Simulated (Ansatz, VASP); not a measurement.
# ZrTa3N4: VASP beside Ansatz

```
Zr Ta N
1.0
     4.46353    0.00000    0.00000
     0.00000    4.46353    0.00000
     0.00000    0.00000    4.46353
Zr Ta N
1 3 4
Cartesian
  0.0000 0.0000 0.0000
  0.0000 2.2318 2.2318
  2.2318 0.0000 2.2318
  2.2318 2.2318 0.0000
  2.2318 0.0000 0.0000
  0.0000 2.2318 0.0000
  0.0000 0.0000 2.2318
  2.2318 2.2318 2.2318
```

Alike in both runs: functional PBE; k mesh 3 × 3 × 3; occupations gaussian, width 0.15 eV; no spin polarisation.

Ansatz relaxed the structure, and its values are those at the end. VASP's run is a single point on that final structure, the one shown.

```csv
,VASP,Ansatz
version,VASP 6.6.1,Ansatz 0.2.0
potentials or method,"VASP PAW PBE potentials, release 64 (Zr_sv, Ta_pv, N), cutoff 520 eV","scalar-relativistic, plane waves, PAW"
valence electrons in the cell,65,71
```

Ansatz gave:

* gap on the k mesh at the Fermi level (eV): none
* pressure (GPa): 0.0

Problem. What did VASP give for the same quantities?

Solution. gap on the k mesh at the Fermi level (eV): none; pressure (GPa): 0.6.

A gap of «none» marks a metal or a gap that the smearing closes. With one functional, cell and mesh, what is left measures potentials, basis and numerics. VASP's potentials hold 65 valence electrons a cell and Ansatz's 71, so a difference there can come from the potentials and not from the codes.

The k mesh is coarse, so the values compare programs but aren't converged. Spin-orbit coupling is off throughout.
